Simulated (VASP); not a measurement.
# Zr2CdF6 (Fm-3m) in VASP: further runs, part 2 of 2

VASP 6.6.1.

## 3. Relaxation of cell and atoms, PBE (atoms taken out)

File INCAR:

```
PREC = Accurate
ENCUT = 600
EDIFF = 1E-6
ISMEAR = 0
SIGMA = 0.1
LREAL = F
LASPH = T
NELM = 100
ALGO = Normal
ISIF = 3
LWAVE = F
LCHARG = F
GGA = PE
IBRION = 2
NSW = 90
EDIFFG = -0.04
```

File KPOINTS:

```
regular mesh
0
Gamma
  4 4 4
```

File POSCAR:

```
Zr2CdF6
1.0
    0.0000000000      4.0047614500      4.0047614500
    4.0047614500      0.0000000000      4.0047614500
    4.0047614500      4.0047614500      0.0000000000
Zr Cd F
2 1 6
Direct
    0.2500000000      0.2500000000      0.2500000000
    0.7500000000      0.7500000000      0.7500000000
    0.0000000000      0.0000000000      0.0000000000
    0.7500000000      0.2500000000      0.2500000000
    0.2500000000      0.7500000000      0.7500000000
    0.2500000000      0.7500000000      0.2500000000
    0.7500000000      0.2500000000      0.7500000000
    0.2500000000      0.2500000000      0.7500000000
    0.7500000000      0.7500000000      0.2500000000
```

Potentials or basis: VASP PAW PBE potentials, release 64 (Zr_sv, Cd, F).

Command:

```console
$ cat potpaw_PBE.64/Zr_sv/POTCAR potpaw_PBE.64/Cd/POTCAR potpaw_PBE.64/F/POTCAR > POTCAR
$ mpirun -np 1 vasp_std > vasp.out
```

OUTCAR:

```text
PREC = Accurate
   ENCUT = 600
   EDIFF = 1E-6
   ISMEAR = 0
   LREAL = F
   LASPH = T
   NELM = 100
   ISIF = 3
   GGA = PE
   IBRION = 2
   NSW = 90
   EDIFFG = -0.04

 ion  position               nearest neighbor table
   1  0.250  0.250  0.250-   4 2.83   6 2.83   8 2.83   5 2.83   7 2.83   8 2.83   5 2.83   6 2.83
                             9 2.83   4 2.83   7 2.83   9 2.83   3 3.47   3 3.47   3 3.47   3 3.47
   2  0.750  0.750  0.750-   5 2.83   7 2.83   9 2.83   4 2.83   6 2.83   9 2.83   4 2.83   7 2.83
                             8 2.83   5 2.83   6 2.83   8 2.83   3 3.47   3 3.47   3 3.47   3 3.47
   3  0.000  0.000  0.000-   4 2.00   5 2.00   6 2.00   7 2.00   8 2.00   9 2.00   2 3.47   2 3.47
                             1 3.47   2 3.47   2 3.47   1 3.47   1 3.47   1 3.47
   4  0.750  0.250  0.250-   3 2.00   1 2.83   2 2.83   2 2.83   1 2.83
   5  0.250  0.750  0.750-   3 2.00   2 2.83   1 2.83   1 2.83   2 2.83
   6  0.250  0.750  0.250-   3 2.00   1 2.83   2 2.83   1 2.83   2 2.83
   7  0.750  0.250  0.750-   3 2.00   2 2.83   1 2.83   2 2.83   1 2.83
   8  0.250  0.250  0.750-   3 2.00   1 2.83   1 2.83   2 2.83   2 2.83
   9  0.750  0.750  0.250-   3 2.00   2 2.83   2 2.83   1 2.83   1 2.83

  LATTYP: Found a face centered cubic cell.
 ALAT       =     8.0095229000

  Lattice vectors:

 A1 = (   0.0000000000,   4.0047614500,   4.0047614500)
 A2 = (   4.0047614500,   0.0000000000,   4.0047614500)
 A3 = (   4.0047614500,   4.0047614500,   0.0000000000)

Analysis of symmetry for initial positions (statically):
=====================================================================
 Subroutine PRICEL returns:
 Original cell was already a primitive cell.

 Routine SETGRP: Setting up the symmetry group for a
 face centered cubic supercell.

 Subroutine GETGRP returns: Found 48 space group operations
 (whereof 48 operations were pure point group operations)
 out of a pool of 48 trial point group operations.

The static configuration has the point symmetry O_h .

Analysis of symmetry for dynamics (positions and initial velocities):
=====================================================================
 Subroutine PRICEL returns:
 Original cell was already a primitive cell.

[... 112 lines left out ...]
   POTIM  = 0.5000    time-step for ionic-motion
   TEBEG  =    0.0;   TEEND  =   0.0 temperature during run
   PSTRESS=    0.0 pullay stress
   NELECT =      78.0000    total number of electrons
   NUPDOWN=      -1.0000    fix difference up-down
   EMIN   =  10.00;   EMAX   =-10.00  energy-range for DOS
   EFERMI =   0.00;   METHOD = LEGACY
   ISMEAR =     0;   SIGMA  =   0.10  broadening in eV -4-tet -1-fermi 0-gaus
   EFERMI_NEDOS =   21; number of points for ismear=-14 and -15
   IALGO  =     38    algorithm
   IMIX   =      4    mixing-type and parameters
     AMIX     =   0.40;   BMIX     =  1.00
     AMIX_MAG =   1.60;   BMIX_MAG =  1.00
  volume/ion in A,a.u.               =      14.27        96.32
  Fermi-wavevector in a.u.,A,eV,Ry     =   1.386287  2.619702 26.147550  1.921791
  Thomas-Fermi vector in A             =   2.510617
   LORBIT       =      0    0 simple, 1 ext, 2 COOP (PROOUT), +10 PAW based schemes
   GGA     = PE    functional components
   LHFCALC =     F    Hartree Fock is set to
   AEXX    =    0.0000 exact exchange contribution
   IVDW    =     0    specifies the selected vdW correction
   LEPSILON=     F    determine dielectric tensor
   LRPA    =     F    only Hartree local field effects (RPA)
 conjugate gradient relaxation of ions
 non-spin polarized calculation
 Gauss-broadening in eV      SIGMA  =   0.10
  energy-cutoff  :      600.00
  volume of cell :      128.46
 maximum number of plane-waves:      4314
 NGX is ok and might be reduce to    48
   NGX = 23   NGY = 23   NGZ = 23

--------------------------------------- Ionic step        1  -------------------------------------------

 number of electron      77.9999995 magnetization

 Free energy of the ion-electron system (eV)
  ---------------------------------------------------
  ext. energy  EPLUGINS =         0.00000000
  ---------------------------------------------------
  free energy    TOTEN  =       -41.63746501 eV

  energy without entropy =      -41.57960934  energy(sigma->0) =      -41.60853718

------------------------ aborting loop because EDIFF is reached ----------------------------------------

  FORCE on cell =-STRESS in cart. coord.  units (eV):
  Direction    XX          YY          ZZ          XY          YZ          ZX
  --------------------------------------------------------------------------------------
  -------------------------------------------------------------------------------------
  Total        6.6375640      6.6375640      6.6375640     -0.0000000      0.0000000      0.0000000
  in kB       82.7864682     82.7864682     82.7864682     -0.0000000      0.0000000      0.0000000
  external PRESSURE =      82.7864682 kB  Pullay stress =       0.0000000 kB
[... 957 lines left out ...]
--------------------------------------- Ionic step        5  -------------------------------------------

 number of electron      78.0000019 magnetization

 Free energy of the ion-electron system (eV)
  ---------------------------------------------------
  ext. energy  EPLUGINS =         0.00000000
  ---------------------------------------------------
  free energy    TOTEN  =       -43.07454090 eV

  energy without entropy =      -43.00951429  energy(sigma->0) =      -43.04202760

 E-fermi :   6.0721     XC(G=0): -10.6573

 val. band max:        6.0359693660   @ k =   0.5000   0.2500   0.0000
 cond. band min:       6.1189753972   @ k =   0.2500   0.0000   0.0000
 fundamental gap:      0.0830060313
 Fermi energy:         6.0720524287
[... 426 lines left out ...]
  FREE ENERGIE OF THE ION-ELECTRON SYSTEM (eV)
  ---------------------------------------------------
  free  energy   TOTEN  =       -43.0745409032 eV

  energy  without entropy=      -43.0095142934  energy(sigma->0) =      -43.04202760

 reached required accuracy - stopping structural energy minimisation
```

Wall time 4.1 min (1 thread of Intel Xeon Platinum 8488C (Sapphire Rapids), shared host); peak memory 0.36 GiB.

Results:

```yaml
Free_energy: -43.0745 eV
Relaxed_volume: 13.63 Å³/atom
Relaxed_cell: a = 5.577 Å, b = 5.577 Å, c = 5.577 Å, α = 60.00°, β = 60.00°, γ = 60.00°
Space_group_after_relaxing_to_0.1_Å: Fm-3m (No. 225)
Energy_gained_by_relaxing: 159.7 meV/atom
Ionic_steps: 5
Pressure_after_relaxing: 0.0 GPa
Band_gap_on_the_k_mesh: zero (bands 39 and 40 overlap by 1.20 eV)
```

The path:
| step | energy change (eV) | largest force (eV/Å) | pressure (GPa) | volume (Å³) |
| --- | --- | --- | --- | --- |
| 1 | 0.0000 | 3.3157 | 8.28 | 128.46 |
| 2 | -0.7225 | 0.7018 | -10.13 | 142.66 |
| 3 | -1.0730 | 0.4379 | -5.17 | 136.84 |
| 4 | -1.3383 | 0.2572 | -3.02 | 129.49 |
| 5 | -1.4371 | 0.0231 | -0.03 | 122.64 |

Final structure:
```yaml
crystal:
  lattice:
    - [0.00000, 3.94338, 3.94338]
    - [3.94338, 0.00000, 3.94338]
    - [3.94338, 3.94338, 0.00000]
  atoms:
    - { symbol: Zr, position: [0.25000, 0.25000, 0.25000] }
    - { symbol: Zr, position: [0.75000, 0.75000, 0.75000] }
    - { symbol: Cd, position: [0.00000, 0.00000, 0.00000] }
    - { symbol: F, position: [0.72921, 0.27079, 0.27079] }
    - { symbol: F, position: [0.27079, 0.72921, 0.72921] }
    - { symbol: F, position: [0.27079, 0.72921, 0.27079] }
    - { symbol: F, position: [0.72921, 0.27079, 0.72921] }
    - { symbol: F, position: [0.27079, 0.27079, 0.72921] }
    - { symbol: F, position: [0.72921, 0.72921, 0.27079] }
```

Levels at points of the mesh, in eV from the Fermi level:
| k point | band 37 | band 38 | band 39 | band 40 | band 41 | band 42 |
| --- | --- | --- | --- | --- | --- | --- |
| (0.00, 0.00, 0.00) | -3.70 | -1.19 | -1.19 | -1.10 | -0.22 | -0.22 |
| (0.50, 0.00, 0.00) | -3.99 | -0.08 | -0.08 | 0.06 | 0.08 | 0.08 |
| (0.50, 0.50, 0.00) | -3.70 | -0.09 | -0.09 | 0.09 | 0.30 | 0.52 |

Caveat: the cell differs from its parent crystal (atoms taken out).

## 4. Single point, PBE, collinear spin (atoms taken out)

File INCAR:

```
PREC = Accurate ; ENCUT = 520
EDIFF = 1E-6 ; ISMEAR = 0
SIGMA = 0.1 ; LREAL = F
LASPH = T ; NELM = 150
ALGO = Normal ; ISIF = 2
LWAVE = F ; LCHARG = F
ISPIN = 2 ; MAGMOM = 1 1 0 0 0 0 0 0 0
LORBIT = 11 ; LMAXMIX = 4
GGA = PE ; NBANDS = 53
```

KPOINTS is that of step 3.

File POSCAR:

```
Zr2CdF6
1.0
    0.0000000000      3.9469592647      3.9469592647
    3.9469592647      0.0000000000      3.9469592647
    3.9469592647      3.9469592647      0.0000000000
Zr Cd F
2 1 6
Direct
    0.2500000000      0.2500000000      0.2500000000
    0.7500000000      0.7500000000      0.7500000000
    0.0000000000      0.0000000000      0.0000000000
    0.7301908273      0.2698091727      0.2698091727
    0.2698091727      0.7301908273      0.7301908273
    0.2698091727      0.7301908273      0.2698091727
    0.7301908273      0.2698091727      0.7301908273
    0.2698091727      0.2698091727      0.7301908273
    0.7301908273      0.7301908273      0.2698091727
```

Command:

```console
$ cat potpaw_PBE.64/Zr_sv/POTCAR potpaw_PBE.64/Cd/POTCAR potpaw_PBE.64/F/POTCAR > POTCAR
$ mpirun -np 1 vasp_std > vasp.out
```

Run time: 99 s. Hardware: 1 thread of Intel Xeon Platinum 8488C (Sapphire Rapids), shared host; peak memory 0.35 GiB.

Results (log left out):

| Quantity | Value |
| --- | --- |
| Free energy | -43.5416 eV |
| Pressure | 2.0 GPa |
| Largest force | 0.156 eV/Å |
| Net moment | 3.95 μB per cell |
| Site moments | Zr +1.35; Cd +0.01; F +0.03 μB |
| Valence electrons inside the program's atomic spheres | Zr 9.50; Cd 10.44; F 6.05 |

Forces on the atoms (eV/Å):
```
Zr   0.000  0.000  0.000
Zr   0.000  0.000  0.000
Cd   0.000  0.000  0.000
F    0.156  0.000  0.000
F   -0.156  0.000  0.000
F    0.000  0.156  0.000
F    0.000 -0.156  0.000
F    0.000  0.000  0.156
F    0.000  0.000 -0.156
```

Levels at points of the mesh, in eV from the Fermi level:
Spin up:
```
           k point  band 37  band 38  band 39  band 40  band 41  band 42  band 43  band 44  band 45  band 46
(0.00, 0.00, 0.00)    -3.58    -1.74    -1.74    -1.34    -0.44    -0.44    -0.44     0.25     0.25     0.25
(0.50, 0.00, 0.00)    -3.87    -0.55    -0.55    -0.42    -0.42    -0.13     0.18     0.61     0.61     0.66
(0.50, 0.50, 0.00)    -3.58    -0.59    -0.57    -0.22    -0.11     0.28     0.75     0.92     0.92     0.97
```
Spin down:
```
           k point  band 33  band 34  band 35  band 36  band 37  band 38  band 39  band 40  band 41  band 42
(0.00, 0.00, 0.00)    -5.00    -5.00    -5.00    -3.52    -3.52    -0.48     0.04     0.04     0.43     0.43
(0.50, 0.00, 0.00)    -5.27    -5.08    -5.08    -3.81    -3.81     0.68     0.91     0.91     1.13     1.14
(0.50, 0.50, 0.00)    -5.29    -5.29    -5.07    -4.77    -3.52     0.73     1.01     1.05     1.24     1.49
```

Caveat: the cell differs from its parent crystal (atoms taken out).

## 5. Overview

```tsv
task	potentials or basis	spin	cell	cutoff (eV)	gap on the mesh (eV)	pressure (GPa)
single point	VASP PAW PBE potentials, release 64 (Zr_sv, Cd_sv_GW, F)	off	a = 5.664 Å, angles 60.0°, 9 atoms, atomic positions A	600	none	7.0
relaxation of cell and atoms	VASP PAW PBE potentials, release 64 (Zr_sv, Cd, F)	off	relaxed from a = 5.664 Å, angles 60.0°, 9 atoms, atomic positions A	600	none	0.0
single point	VASP PAW PBE potentials, release 64 (Zr_sv, Cd, F)	collinear	a = 5.582 Å, angles 60.0°, 9 atoms, atomic positions B	520	none	2.0
```

Alike in all rows: level PBE; k mesh 4 × 4 × 4; smearing gaussian 0.1 eV.

Caveats: the cell stands under pressure (at least some runs).

Total energies depend on the potentials used, so only differences within one code and one set of settings carry meaning.
